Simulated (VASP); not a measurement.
NbAs: single point with PBE+D3(BJ)

The system is NbAs.

```
Nb As
1.0
    -1.71991    1.71991    5.77888
     1.71991   -1.71991    5.77888
     1.71991    1.71991   -5.77888
Nb As
2 2
Direct
  0.99863 0.99863 0.00000
  0.74863 0.24863 0.50000
  0.41737 0.41737 0.00000
  0.16737 0.66737 0.50000
```

```
Program                : VASP 6.6.1
Task                   : single point
Functional             : PBE
Dispersion             : D3(BJ)
Potentials or basis    : VASP PAW PBE potentials, release 64 (Nb_sv, As)
Cutoff                 : 500 eV
k mesh                 : 18 × 18 × 18
Occupations            : gaussian, width 0.1 eV
Spin                   : no spin polarisation
Dipole correction      : no
Further INCAR settings : ALGO = Normal; EDIFF = 1e-06; NBANDS = 26
```

| Quantity | Value |
| --- | --- |
| Pressure | 0.0 GPa |
| Band gap on the k mesh | zero (bands 18 and 19 overlap by 0.02 eV) |
| Dispersion energy per atom | -0.647 eV |

Levels at points of the mesh, in eV from the Fermi level:
```csv
k point,band 15,band 16,band 17,band 18,band 19,band 20,band 21,band 22
"(0.00, 0.00, 0.00)",-2.10,-1.70,-1.40,-1.40,0.68,1.28,2.53,3.02
"(0.50, 0.00, 0.00)",-2.32,-1.80,-1.41,-0.04,0.04,1.22,2.16,2.36
"(0.50, 0.50, 0.00)",-2.81,-2.81,-0.63,-0.63,2.45,2.45,2.74,2.74
"(0.50, 0.50, 0.50)",-2.58,-2.58,-0.55,-0.55,0.96,0.96,2.01,2.01
```

Wall time 44 min on 1 thread of Oxide Virtual Turin-like Processor (shared host), peak memory 0.83 GiB.
